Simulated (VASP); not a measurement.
# LiReS3 (Pm-3m) in VASP: relaxation of cell and atoms with PBE

Aim: the relaxation of cell and atoms of LiReS3 with PBE.

Program: VASP 6.6.1. These are calculated values, not measurements. Logs are shortened: lines on timing, memory, paths and dates and some standing lists are left out, and cuts for length are marked.

## 1. The cell of the first run

It takes space group Pm-3m (No. 221, cubic). Conventional cell: a = 4.627 Å, b = 4.627 Å, c = 4.627 Å, α = 90.00°, β = 90.00°, γ = 90.00°. Within 3.1 Å of Li (site symmetry m-3m) lie 6 S at 2.31 Å. Within 4.3 Å of Re (site symmetry m-3m) lie 12 S at 3.27 Å and 8 Li at 4.01 Å. S (site symmetry 4/mmm) has 2 Li at 2.31 Å within 3.1 Å.

## 2. Relaxation of cell and atoms, PBE, collinear spin, ferromagnetic start

Contents of INCAR:

```
PREC = Accurate
ENCUT = 600
EDIFF = 1E-6
ISMEAR = 0
SIGMA = 0.1
LREAL = F
LASPH = T
NELM = 150
ALGO = Normal
ISIF = 3
LWAVE = F
LCHARG = F
ISPIN = 2
MAGMOM = 0 1 0 0 0
LORBIT = 11
LMAXMIX = 4
GGA = PE
IBRION = 2
NSW = 90
EDIFFG = -0.04
```

Contents of KPOINTS:

```
Automatic mesh
0
Gamma
  4 4 4
```

Contents of POSCAR:

```
LiReS3
1.0
    4.6266324800      0.0000000000      0.0000000000
    0.0000000000      4.6266324800      0.0000000000
    0.0000000000      0.0000000000      4.6266324800
Li Re S
1 1 3
Direct
    0.0000000000      0.0000000000      0.0000000000
    0.5000000000      0.5000000000      0.5000000000
    0.5000000000      0.0000000000      0.0000000000
    0.0000000000      0.5000000000      0.0000000000
    0.0000000000      0.0000000000      0.5000000000
```

Potentials or basis: VASP PAW PBE potentials, release 64 (Li_sv, Re, S).

Command:

```
> cat potpaw_PBE.64/Li_sv/POTCAR potpaw_PBE.64/Re/POTCAR potpaw_PBE.64/S/POTCAR > POTCAR
> mpirun -np 1 vasp_std > vasp.out
```

OUTCAR:

```text
PREC = Accurate
   ENCUT = 600
   EDIFF = 1E-6
   ISMEAR = 0
   LREAL = F
   LASPH = T
   NELM = 150
   ISIF = 3
   ISPIN = 2
   LORBIT = 11
   GGA = PE
   IBRION = 2
   NSW = 90
   EDIFFG = -0.04

 ion  position               nearest neighbor table
   1  0.000  0.000  0.000-   3 2.31   4 2.31   5 2.31   5 2.31   4 2.31   3 2.31
   2  0.500  0.500  0.500-
   3  0.500  0.000  0.000-   1 2.31   1 2.31
   4  0.000  0.500  0.000-   1 2.31   1 2.31
   5  0.000  0.000  0.500-   1 2.31   1 2.31

  LATTYP: Found a simple cubic cell.
 ALAT       =     4.6266324800

  Lattice vectors:

 A1 = (   4.6266324800,   0.0000000000,   0.0000000000)
 A2 = (   0.0000000000,   4.6266324800,   0.0000000000)
 A3 = (   0.0000000000,   0.0000000000,   4.6266324800)

Analysis of symmetry for initial positions (statically):
=====================================================================
 Subroutine PRICEL returns:
 Original cell was already a primitive cell.

 Routine SETGRP: Setting up the symmetry group for a
 simple cubic supercell.

 Subroutine GETGRP returns: Found 48 space group operations
 (whereof 48 operations were pure point group operations)
 out of a pool of 48 trial point group operations.

The static configuration has the point symmetry O_h .

Analysis of symmetry for dynamics (positions and initial velocities):
=====================================================================
 Subroutine PRICEL returns:
 Original cell was already a primitive cell.

 Routine SETGRP: Setting up the symmetry group for a
 simple cubic supercell.

 Subroutine GETGRP returns: Found 48 space group operations
 (whereof 48 operations were pure point group operations)
 out of a pool of 48 trial point group operations.

The dynamic configuration has the point symmetry O_h .

Analysis of structural, dynamic, and magnetic symmetry:
=====================================================================
 Subroutine PRICEL returns:
 Original cell was already a primitive cell.

 Routine SETGRP: Setting up the symmetry group for a
 simple cubic supercell.

 Subroutine GETGRP returns: Found 48 space group operations
 (whereof 48 operations were pure point group operations)
 out of a pool of 48 trial point group operations.

The overall configuration has the point symmetry O_h .

 Subroutine INISYM returns: Found 48 space group operations
 (whereof 48 operations are pure point group operations),
 and found     1 'primitive' translations

----------------------------------------------------------------------------------------

                                     Primitive cell

  volume of cell :      99.0364

  direct lattice vectors                    reciprocal lattice vectors
     4.626632480  0.000000000  0.000000000     0.216139926  0.000000000  0.000000000
     0.000000000  4.626632480  0.000000000     0.000000000  0.216139926  0.000000000
     0.000000000  0.000000000  4.626632480     0.000000000  0.000000000  0.216139926

  length of vectors
     4.626632480  4.626632480  4.626632480     0.216139926  0.216139926  0.216139926

  position of ions in fractional coordinates (direct lattice)
     0.000000000  0.000000000  0.000000000
     0.500000000  0.500000000  0.500000000
     0.500000000  0.000000000  0.000000000
     0.000000000  0.500000000  0.000000000
     0.000000000  0.000000000  0.500000000

  ion indices of the primitive-cell ions
   primitive index   ion index
                 1           1
                 2           2
                 3           3
                 4           4
                 5           5

----------------------------------------------------------------------------------------

 KPOINTS: Automatic mesh

Automatic generation of k-mesh.
 Grid dimensions read from file:
 generate k-points for:    4    4    4

 Generating k-lattice:

  Cartesian coordinates                     Fractional coordinates (reciprocal lattice)
     0.054034981  0.000000000  0.000000000     0.250000000  0.000000000  0.000000000
     0.000000000  0.054034981  0.000000000     0.000000000  0.250000000  0.000000000
     0.000000000  0.000000000  0.054034981     0.000000000  0.000000000  0.250000000

  Length of vectors
     0.054034981  0.054034981  0.054034981

  Shift w.r.t. Gamma in fractional coordinates (k-lattice)
     0.000000000  0.000000000  0.000000000

 Subroutine IBZKPT returns following result:
 ===========================================

 Found     10 irreducible k-points:

 Following reciprocal coordinates:
            Coordinates               Weight
  0.000000  0.000000  0.000000      1.000000
  0.250000  0.000000  0.000000      6.000000
  0.500000  0.000000  0.000000      3.000000
  0.250000  0.250000  0.000000     12.000000
  0.500000  0.250000  0.000000     12.000000
  0.500000  0.500000  0.000000      3.000000
  0.250000  0.250000  0.250000      8.000000
  0.500000  0.250000  0.250000     12.000000
  0.500000  0.500000  0.250000      6.000000
  0.500000  0.500000  0.500000      1.000000
   k-points           NKPTS =     10   k-points in BZ     NKDIM =     10   number of bands    NBANDS=     19
   number of dos      NEDOS =    301   number of ions     NIONS =      5
   total plane-waves  NPLWV =  64000
   dimension x,y,z NGX =    40 NGY =   40 NGZ =   40
   dimension x,y,z NGXF=    80 NGYF=   80 NGZF=   80
   ions per type =               1   1   3
   NGX,Y,Z   is equivalent  to a cutoff of  14.37, 14.37, 14.37 a.u.
   NGXF,Y,Z  is equivalent  to a cutoff of  28.75, 28.75, 28.75 a.u.
 SYSTEM =  unknown system
   PREC   = accura    normal or accurate (medium, high low for compatibility)
   ISTART =      0    job   : 0-new  1-cont  2-samecut
   ICHARG =      2    charge: 1-file 2-atom 10-const
   ISPIN  =      2    spin polarized calculation?
   LNONCOLLINEAR =      F non collinear calculations
   LSORBIT =      F    spin-orbit coupling
   LASPH  =      T    aspherical Exc in radial PAW
   ENCUT  =  600.0 eV  44.10 Ry    6.64 a.u.   9.24  9.24  9.24*2*pi/ulx,y,z
   NELM   =    150;   NELMIN=  2; NELMDL= -5     # of ELM steps
   EDIFF  = 0.1E-05   stopping-criterion for ELM
   LREAL  =      F    real-space projection
   EDIFFG = -.4E-01   stopping-criterion for IOM
   NSW    =     90    number of steps for IOM
   IBRION =      2    ionic relax: 0-MD 1-quasi-New 2-CG
   NFREE  =      1    steps in history (QN), initial steepest desc. (CG)
   ISIF   =      3    stress and relaxation
   ISYM   =      2    0-nonsym 1-usesym 2-fastsym
   POTIM  = 0.5000    time-step for ionic-motion
   TEBEG  =    0.0;   TEEND  =   0.0 temperature during run
   PSTRESS=    0.0 pullay stress
   NELECT =      28.0000    total number of electrons
   NUPDOWN=      -1.0000    fix difference up-down
   EMIN   =  10.00;   EMAX   =-10.00  energy-range for DOS
   EFERMI =   0.00;   METHOD = LEGACY
   ISMEAR =     0;   SIGMA  =   0.10  broadening in eV -4-tet -1-fermi 0-gaus
   EFERMI_NEDOS =   21; number of points for ismear=-14 and -15
   IALGO  =     38    algorithm
   IMIX   =      4    mixing-type and parameters
     AMIX     =   0.40;   BMIX     =  1.00
     AMIX_MAG =   1.60;   BMIX_MAG =  1.00
  volume/ion in A,a.u.               =      19.81       133.67
  Fermi-wavevector in a.u.,A,eV,Ry     =   1.074474  2.030461 15.707844  1.154494
  Thomas-Fermi vector in A             =   2.210303
   LORBIT       =     11    0 simple, 1 ext, 2 COOP (PROOUT), +10 PAW based schemes
   GGA     = PE    functional components
   LHFCALC =     F    Hartree Fock is set to
   AEXX    =    0.0000 exact exchange contribution
   IVDW    =     0    specifies the selected vdW correction
   LEPSILON=     F    determine dielectric tensor
   LRPA    =     F    only Hartree local field effects (RPA)
 conjugate gradient relaxation of ions
 spin polarized calculation
 Gauss-broadening in eV      SIGMA  =   0.10
  energy-cutoff  :      600.00
  volume of cell :       99.04
 maximum number of plane-waves:      3362
 NGX is ok and might be reduce to    40
   NGX = 19   NGY = 19   NGZ = 19

--------------------------------------- Ionic step        1  -------------------------------------------

 number of electron      28.0000017 magnetization       2.4287668

 Free energy of the ion-electron system (eV)
  ---------------------------------------------------
  ext. energy  EPLUGINS =         0.00000000
  ---------------------------------------------------
  free energy    TOTEN  =       -20.57920550 eV

  energy without entropy =      -20.55511894  energy(sigma->0) =      -20.56716222

 E-fermi :   3.4890     XC(G=0):  -9.8216

 val. band max:        3.4750863115   @ k =   0.2500   0.2500   0.0000
 cond. band min:       3.5398609764   @ k =   0.2500   0.0000   0.0000
 fundamental gap:      0.0647746649
 Fermi energy:         3.4889704079

 spin component 1

 k-point     1 :       0.0000    0.0000    0.0000
  band No.  band energies     occupation
      1     -40.4438      1.00000
      2      -9.4330      1.00000
      3      -7.2030      1.00000
      4      -7.2030      1.00000
      5      -0.3561      1.00000
      6      -0.3561      1.00000
[... 585 lines left out ...]
  energy  without entropy=      -21.1937071715  energy(sigma->0) =      -21.20101529

--------------------------------------- Ionic step        5  -------------------------------------------

 number of electron      28.0000000 magnetization       0.1428019

 Free energy of the ion-electron system (eV)
  ---------------------------------------------------
  ext. energy  EPLUGINS =         0.00000000
  ---------------------------------------------------
  free energy    TOTEN  =       -21.22653436 eV

  energy without entropy =      -21.21184139  energy(sigma->0) =      -21.21918788

 E-fermi :   6.4003     XC(G=0): -11.2110

 val. band max:        6.3200781488   @ k =   0.5000   0.5000   0.5000
 cond. band min:       6.4333164672   @ k =   0.0000   0.0000   0.0000
 fundamental gap:      0.1132383184
 Fermi energy:         6.4003453504

 spin component 1

 k-point     1 :       0.0000    0.0000    0.0000
  band No.  band energies     occupation
      1     -37.8313      1.00000
      2      -8.5884      1.00000
      3      -4.9684      1.00000
      4      -4.9684      1.00000
      5       0.7465      1.00000
      6       0.7465      1.00000
[... 464 lines left out ...]
  FREE ENERGIE OF THE ION-ELECTRON SYSTEM (eV)
  ---------------------------------------------------
  free  energy   TOTEN  =       -21.2265343595 eV

  energy  without entropy=      -21.2118413945  energy(sigma->0) =      -21.21918788

 reached required accuracy - stopping structural energy minimisation

 total charge

# of ion       s       p       d       tot
------------------------------------------
    1        2.066   0.184   0.000   2.250
    2        0.368   0.181   4.551   5.100
    3        1.405   2.209   0.000   3.614
    4        1.405   2.209   0.000   3.614
    5        1.405   2.209   0.000   3.614
--------------------------------------------------
tot          6.649   6.992   4.551  18.192

 magnetization (x)

# of ion       s       p       d       tot
------------------------------------------
    1        0.000   0.000   0.000   0.001
    2        0.005   0.001   0.181   0.188
    3        0.001  -0.015   0.000  -0.014
    4        0.001  -0.015   0.000  -0.014
    5        0.001  -0.015   0.000  -0.014
--------------------------------------------------
tot          0.007  -0.043   0.181   0.145
```

Wall time 7.5 min (1 thread of AMD EPYC 7R13 (Zen 3), shared host); peak memory 0.28 GiB.

What came out:

```yaml
Free_energy: -21.2265 eV
Relaxed_volume: 14.95 Å³/atom
Relaxed_cell: a = 4.213 Å, b = 4.213 Å, c = 4.213 Å, α = 90.00°, β = 90.00°, γ = 90.00°
Space_group_after_relaxing_to_0.05_Å: Pm-3m (No. 221)
Energy_gained_by_relaxing: 129.5 meV/atom
Ionic_steps: 5
Pressure_after_relaxing: -0.1 GPa
Net_moment: 0.14 μB per cell
Site_moments: Li +0.00; Re +0.19; S -0.01 μB
Valence_electrons_inside_the_program's_atomic_spheres: Li 2.25; Re 5.10; S 3.61
```

The path:
| step | energy change (eV) | largest force (eV/Å) | pressure (GPa) | volume (Å³) |
| --- | --- | --- | --- | --- |
| 1 | 0.0000 | 0.0000 | -7.49 | 99.04 |
| 2 | -0.4798 | 0.0000 | -4.70 | 86.35 |
| 3 | -0.6291 | 0.0000 | 2.79 | 72.53 |
| 4 | -0.6291 | 0.0000 | -2.52 | 76.95 |
| 5 | -0.6473 | 0.0000 | -0.09 | 74.77 |

Final structure:
```
Li Re S
1.0
     4.21280    0.00000    0.00000
     0.00000    4.21280    0.00000
     0.00000    0.00000    4.21280
Li Re S
1 1 3
Cartesian
  0.0000 0.0000 0.0000
  2.1064 2.1064 2.1064
  2.1064 0.0000 0.0000
  0.0000 2.1064 0.0000
  0.0000 0.0000 2.1064
```

Caveat: the cutoff is under 1.25 times the usual one of these potentials, so pressure, stress and relaxed cells hold a basis-set (Pulay) error; the volume moved by over 15 % at a fixed basis, so the end points are rough; spin-orbit coupling is left out, which moves the levels of the heavy elements.
